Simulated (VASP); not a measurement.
**Si16N (a cell with a defect): single point with PBE**

Crystal: Si16N (a cell with a defect).

```
Si N
1.0
     0.00000    5.43000    5.43000
     5.43000    0.00000    5.43000
     5.43000    5.43000    0.00000
Si N
16 1
Direct
  0.02641 0.99147 0.99671
  0.08748 0.15309 0.14493
  0.99774 0.98596 0.51378
  0.13164 0.11625 0.62338
  0.99257 0.51966 0.98683
  0.13547 0.61733 0.11991
  0.00251 0.49068 0.49385
  0.13614 0.61207 0.61417
  0.44714 0.10402 0.99901
  0.65293 0.10662 0.13081
  0.50453 0.97165 0.49604
  0.62703 0.07722 0.63858
  0.50982 0.47419 0.98576
  0.62809 0.63043 0.07929
  0.50939 0.47721 0.47336
  0.62837 0.59605 0.61118
  0.54008 0.89568 0.91100
```

```
Program                : VASP 6.6.1
Task                   : single point
Functional             : PBE
Potentials or basis    : VASP PAW PBE potentials, release 64 (Si, N)
Cutoff                 : 520 eV
k mesh                 : 2 × 2 × 2
Occupations            : fermi-dirac, width 0.05 eV
Spin                   : collinear spin, ferromagnetic start
Starting moments       : [0.0, 0.0, 0.0, 0.0, 0.0, 0.0, 0.0, 0.0, 0.0, 0.0, 0.0, 0.0, 0.0, 0.0, 0.0, 0.0, 1.0] μB
Dipole correction      : no
Further INCAR settings : LREAL = Auto; ALGO = Normal; EDIFF = 1e-06; NBANDS = 52
```

```yaml
Pressure: 3.6 GPa
Largest_force: 0.076 eV/Å
Net_moment: 0.00 μB per cell
Valence_electrons_inside_the_program's_atomic_spheres: Si 1.69, 1.72, 1.70, 1.74, 1.71, 1.63, 1.66, 1.64; N 3.84
```

Forces in eV/Å, atoms in the order of the input:
```
Si   0.003 -0.010  0.006
Si   0.001  0.007 -0.006
Si   0.018 -0.009  0.018
Si  -0.008  0.001  0.011
Si   0.007  0.001 -0.012
Si   0.011  0.006  0.013
Si  -0.017 -0.005 -0.022
Si  -0.002 -0.017 -0.006
Si   0.057  0.033  0.015
Si  -0.005  0.026 -0.002
Si   0.004 -0.012 -0.017
Si  -0.053 -0.018  0.002
Si   0.004 -0.037  0.020
Si   0.002 -0.035 -0.021
Si   0.016  0.024  0.014
Si   0.017  0.008  0.024
N   -0.054  0.037 -0.038
```

Stress tensor (GPa, compression positive):
```
 5.72 -0.53  0.04
-0.53  3.10  1.09
 0.04  1.09  2.10
```

Levels at points of the mesh, in eV from the Fermi level:
Spin up:
```csv
k point,band 31,band 32,band 33,band 34,band 35,band 36,band 37,band 38
"(0.00, 0.00, 0.00)",-1.22,-0.75,-0.42,-0.34,-0.26,0.14,0.57,0.69
"(0.50, 0.00, 0.00)",-1.18,-1.03,-0.97,-0.72,-0.20,1.04,1.10,1.29
"(0.00, 0.50, 0.00)",-1.36,-1.10,-0.81,-0.53,0.02,0.92,1.20,1.37
"(0.00, 0.00, 0.50)",-1.43,-1.12,-1.00,-0.66,0.37,1.00,1.25,1.32
"(0.50, 0.50, 0.50)",-1.23,-1.11,-1.01,-0.81,-0.02,0.94,1.25,1.33
"(0.50, 0.50, 0.00)",-1.68,-1.50,-1.33,-1.06,0.21,1.13,1.46,2.09
"(0.00, 0.50, 0.50)",-1.63,-1.55,-1.55,-0.36,-0.20,0.96,1.27,1.82
"(0.50, 0.00, 0.50)",-1.64,-1.53,-1.49,-0.94,0.50,1.10,1.44,2.08
```
Spin down:
```
           k point  band 32  band 33  band 34  band 35  band 36  band 37
(0.00, 0.00, 0.00)    -0.75    -0.42    -0.34    -0.26     0.14     0.57
(0.50, 0.00, 0.00)    -1.03    -0.97    -0.72    -0.20     1.04     1.10
(0.00, 0.50, 0.00)    -1.10    -0.81    -0.53     0.02     0.92     1.20
(0.00, 0.00, 0.50)    -1.12    -1.00    -0.66     0.37     1.00     1.25
(0.50, 0.50, 0.50)    -1.11    -1.01    -0.81    -0.02     0.94     1.25
(0.50, 0.50, 0.00)    -1.50    -1.33    -1.06     0.21     1.13     1.46
(0.00, 0.50, 0.50)    -1.55    -1.55    -0.36    -0.20     0.96     1.27
(0.50, 0.00, 0.50)    -1.53    -1.49    -0.94     0.50     1.10     1.44
```

Wall time 10 min on 1 thread of Intel Xeon 6975P-C (shared host), peak memory 0.72 GiB.

Caveat: the k points lie up to 0.50 Å⁻¹ apart.
